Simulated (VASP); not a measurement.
Input of a VASP 6.6.1 run:

INCAR

```
  PREC = Accurate
  ENCUT = 520
  EDIFF = 1E-6
  ISMEAR = 0
  SIGMA = 0.02
  LREAL = F
  LASPH = T
  NELM = 60
  ALGO = Normal
  ISIF = 2
  LWAVE = F
  LCHARG = F
  GGA = PE
  NBANDS = 26
```

KPOINTS

```
regular mesh
0
Gamma
  6 6 4
```

File POSCAR:

```
Mg2CdSe3
1.0
    4.3743395689      0.0000000000      0.0000000000
   -2.1871697844      3.7882891915      0.0000000000
    0.0000000000      0.0000000000     10.6911543404
Mg Cd Se
2 1 3
Direct
    0.6666666667      0.3333333333      0.3351896497
    0.3333333333      0.6666666667      0.6626705810
    0.0000000000      0.0000000000      0.0017609301
    0.0000000000      0.0000000000      0.2568882439
    0.6666666667      0.3333333333      0.5831339085
    0.3333333333      0.6666666667      0.9103556869
```

Potentials or basis: VASP PAW PBE potentials, release 64 (Mg, Cd, Se).

Launch:

```sh
$ cat potpaw_PBE.64/Mg/POTCAR potpaw_PBE.64/Cd/POTCAR potpaw_PBE.64/Se/POTCAR > POTCAR
$ mpirun -np 1 vasp_std > vasp.out
```

**Question.** Estimate the pressure.

**Answer.** -2.3 GPa.

**Question.** Predict the band gap on the k mesh.

**Answer.** 1.33 eV, direct.

**Question.** Estimate the largest force.

**Answer.** 0.029 eV/Å.

Forces on the atoms (eV/Å):
```
Mg   0.000  0.000  0.003
Mg   0.000  0.000  0.001
Cd   0.000  0.000  0.001
Se   0.000  0.000  0.025
Se   0.000  0.000 -0.001
Se   0.000  0.000 -0.029
```

 A k mesh can miss the band edges.
